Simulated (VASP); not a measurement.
# TaPb (P4/nmm) in VASP: further runs, part 2 of 2

VASP 6.6.1. Earlier steps stand in the parts before.

## 4. Relaxation of cell and atoms, PBE

INCAR

```
PREC = Accurate ; ENCUT = 600
EDIFF = 1E-6 ; ISMEAR = 0
SIGMA = 0.1 ; LREAL = False
LASPH = True ; NELM = 80
ALGO = Fast ; ISIF = 3
LWAVE = False ; LCHARG = False
GGA = PE ; IBRION = 2
NSW = 90 ; EDIFFG = -0.04
```

KPOINTS

```
Automatic mesh
0
Gamma
  6 6 4
```

POSCAR

```
TaPb
1.0
    3.5698506754      0.0000000000      0.0000000000
    0.0000000000      3.5698506754      0.0000000000
    0.0000000000      0.0000000000      7.2774815532
Ta Pb
2 2
Direct
    0.0000000000      0.5000000000      0.0885524411
    0.5000000000      0.0000000000      0.9114475589
    0.0000000000      0.5000000000      0.6651672662
    0.5000000000      0.0000000000      0.3348327338
```

Command:

```console
> cat potpaw_PBE.64/Ta_pv/POTCAR potpaw_PBE.64/Pb_d/POTCAR > POTCAR
> mpirun -np 1 vasp_std > vasp.out
```

Wall time 22 min (1 thread of AMD EPYC 7R43 (Zen 3), shared host); peak memory 0.25 GiB.

The run converged. Its results:

```
Free energy                            : -29.3978 eV
Relaxed volume                         : 25.11 Å³/atom
Relaxed cell                           : a = 3.503 Å, b = 3.503 Å, c = 8.188 Å, α = 90.00°, β = 90.00°, γ = 90.00°
Space group after relaxing (to 0.05 Å) : P4/nmm (No. 129)
Energy gained by relaxing              : 41.1 meV/atom
Ionic steps                            : 16
Pressure after relaxing                : 0.1 GPa
Largest force after relaxing           : 0.023 eV/Å
Band gap on the k mesh                 : zero (band 25 reaches 6.96 eV, above the bottom of band 26 at 5.19 eV)
```

Forces on the atoms (eV/Å):
```
Ta   0.000  0.000 -0.018
Ta   0.000  0.000  0.018
Pb   0.000  0.000  0.023
Pb   0.000  0.000 -0.023
```

Stress tensor (GPa, compression positive):
```
0.19 0.00 0.00
0.00 0.19 0.00
0.00 0.00 0.03
```

Step by step:
```tsv
step	energy change (eV)	largest force (eV/Å)	pressure (GPa)	volume (Å³)
1	0.0000	0.0339	1.49	92.74
2	-0.0375	0.3812	-1.40	95.65
3	-0.0375	0.3968	-1.49	95.74
4	-0.0693	0.4517	-0.60	95.54
5	-0.0819	0.4627	0.26	95.33
6	-0.0827	0.4604	0.55	95.25
7	-0.1079	0.3072	0.77	95.93
8	-0.1257	0.2726	1.08	96.79
9	-0.1208	0.5911	1.67	98.51
10	-0.1306	0.3456	1.38	97.52
11	-0.1446	0.2596	-0.55	100.28
12	-0.1446	0.2597	-0.55	100.27
13	-0.1552	0.1759	-0.37	100.33
14	-0.1630	0.0834	-0.07	100.41
15	-0.1634	0.0737	0.00	100.43
16	-0.1644	0.0226	0.14	100.45
```

Final structure:
```
Ta Pb
1.0
     3.50262    0.00000    0.00000
     0.00000    3.50262    0.00000
     0.00000    0.00000    8.18796
Ta Pb
2 2
Direct
  0.00000 0.50000 0.07703
  0.50000 0.00000 0.92297
  0.00000 0.50000 0.68526
  0.50000 0.00000 0.31474
```

Levels at points of the mesh, in eV from the Fermi level:
```csv
k point,band 23,band 24,band 25,band 26,band 27,band 28,band 29,band 30
"(0.00, 0.00, 0.00)",0.19,0.91,0.91,1.13,1.13,2.10,2.38,3.78
"(0.50, 0.00, 0.00)",-1.14,-1.14,-0.81,-0.81,2.68,2.68,3.87,4.04
"(0.50, 0.50, 0.00)",-1.83,-1.83,-0.21,-0.21,1.52,1.52,2.87,2.87
"(0.00, 0.00, 0.50)",0.31,0.96,0.96,0.97,0.97,2.10,2.20,4.59
"(0.50, 0.00, 0.50)",-0.81,-0.81,0.06,0.06,2.42,2.42,3.36,3.36
"(0.50, 0.50, 0.50)",-1.57,-1.57,-0.11,-0.11,1.77,1.77,2.45,2.45
```

Caveat: spin-orbit coupling is left out, which moves the levels of the heavy elements.

## 5. Single point, PBE

This run uses another cell than the first one, of 25.77 Å³/atom, 1.112 times its volume.

INCAR

```
ALGO = Fast ; EDIFF = 1E-6
ENCUT = 520 ; GGA = PE
ISIF = 2 ; ISMEAR = 0
LASPH = T ; LCHARG = T
LELF = T ; LREAL = F
LVHAR = T ; LWAVE = F
NBANDS = 33 ; NELM = 100
PREC = Accurate ; SIGMA = 0.1
```

KPOINTS

```
k-points
0
Gamma
  14 14 6
```

POSCAR

```
TaPb
1.0
    3.4857906076      0.0000000000      0.0000000000
    0.0000000000      3.4857906076      0.0000000000
    0.0000000000      0.0000000000      8.4839461288
Ta Pb
2 2
Direct
    0.0000000000      0.5000000000      0.0751121133
    0.5000000000      0.0000000000      0.9248878867
    0.0000000000      0.5000000000      0.6946081312
    0.5000000000      0.0000000000      0.3053918688
```

Potentials or basis: VASP PAW PBE potentials, release 64 (Ta_pv, Pb_d).

Command:

```console
> cat potpaw_PBE.64/Ta_pv/POTCAR potpaw_PBE.64/Pb_d/POTCAR > POTCAR
> mpirun -np 1 vasp_std > vasp.out
```

OUTCAR:

```text
EDIFF = 1E-6
   ENCUT = 520
   GGA = PE
   ISIF = 2
   ISMEAR = 0
   LASPH = T
   LREAL = F
   NELM = 100
   PREC = Accurate

 ion  position               nearest neighbor table
   1  0.000  0.500  0.075-   2 2.77   2 2.77   2 2.77   2 2.77   4 3.15   4 3.15   4 3.15   4 3.15
                             3 3.23
   2  0.500  0.000  0.925-   1 2.77   1 2.77   1 2.77   1 2.77   3 3.15   3 3.15   3 3.15   3 3.15
                             4 3.23
[... 1065 lines left out ...]
     32       9.8982      0.00000
     33      10.7661      0.00000

 [... further k-points ...]
[... 5 lines left out ...]
  --------------------------------------------------------------------------------------
  -------------------------------------------------------------------------------------
  Total       -0.0160655     -0.0160655      0.0109829      0.0000000      0.0000000     -0.0000000
  in kB       -0.2496915     -0.2496915      0.1706972      0.0000000      0.0000000     -0.0000000
  external PRESSURE =      -0.1095619 kB  Pullay stress =       0.0000000 kB

 VOLUME and BASIS-vectors are now :
 -----------------------------------------------------------------------------
  energy-cutoff  :      520.00
  volume of cell :      103.09
      direct lattice vectors                 reciprocal lattice vectors
     3.485790608  0.000000000  0.000000000     0.286878965  0.000000000  0.000000000
     0.000000000  3.485790608  0.000000000     0.000000000  0.286878965  0.000000000
     0.000000000  0.000000000  8.483946129     0.000000000  0.000000000  0.117869678

 POSITION                                       TOTAL-FORCE (eV/Angst)
 -----------------------------------------------------------------------------------
      0.00000      1.74290      0.63725         0.000000     -0.000000     -0.000134
      1.74290      0.00000      7.84670        -0.000000      0.000000      0.000134
      0.00000      1.74290      5.89302         0.000000     -0.000000     -0.006098
      1.74290      0.00000      2.59093        -0.000000      0.000000      0.006098
 -----------------------------------------------------------------------------------
    total drift:                                0.000000      0.000000      0.000000

  FREE ENERGIE OF THE ION-ELECTRON SYSTEM (eV)
  ---------------------------------------------------
  free  energy   TOTEN  =       -29.4428636965 eV

  energy  without entropy=      -29.4308454579  energy(sigma->0) =      -29.43685458
```

Run time: 8 min. Hardware: 1 thread of Intel Xeon Platinum 8259CL at 2.50GHz (Skylake/Cascade Lake), shared host; peak memory 0.52 GiB.

Results:

```yaml
Free_energy: -29.4429 eV
Pressure: 0.0 GPa
Largest_force: 0.006 eV/Å
Band_gap_on_the_k_mesh: zero (band 25 reaches 6.63 eV, above the bottom of band 26 at 4.90 eV)
```

Forces in eV/Å, atoms in the order of the input:
```
Ta   0.000  0.000  0.000
Ta   0.000  0.000  0.000
Pb   0.000  0.000 -0.006
Pb   0.000  0.000  0.006
```

Caveat: spin-orbit coupling is left out, which moves the levels of the heavy elements.

## 6. Overview

| task | cell | k mesh | cutoff (eV) | gap on the mesh (eV) | pressure (GPa) | largest force (eV/Å) |
| --- | --- | --- | --- | --- | --- | --- |
| single point | a = 3.570, b = 3.570, c = 7.277 Å, 4 atoms | 6 × 6 × 4 | 520 | none | 1.4 | 0.03 |
| single point | a = 3.507, b = 3.507, c = 8.196 Å, 4 atoms | 6 × 6 × 4 | 520 | none | 0.1 | 0.02 |
| relaxation of cell and atoms | relaxed from a = 3.570, b = 3.570, c = 7.277 Å, 4 atoms | 6 × 6 × 4 | 600 | none | 0.1 | 0.02 |
| single point | a = 3.486, b = 3.486, c = 8.484 Å, 4 atoms | 14 × 14 × 6 | 520 | none | 0.0 | 0.01 |

Alike in all rows: level PBE; potentials or basis VASP PAW PBE potentials, release 64 (Ta_pv, Pb_d); no spin polarisation; smearing gaussian 0.1 eV.

Caveats: spin-orbit coupling is left out, which moves the levels of the heavy elements.

Total energies depend on the potentials used, so only differences within one code and one set of settings carry meaning.
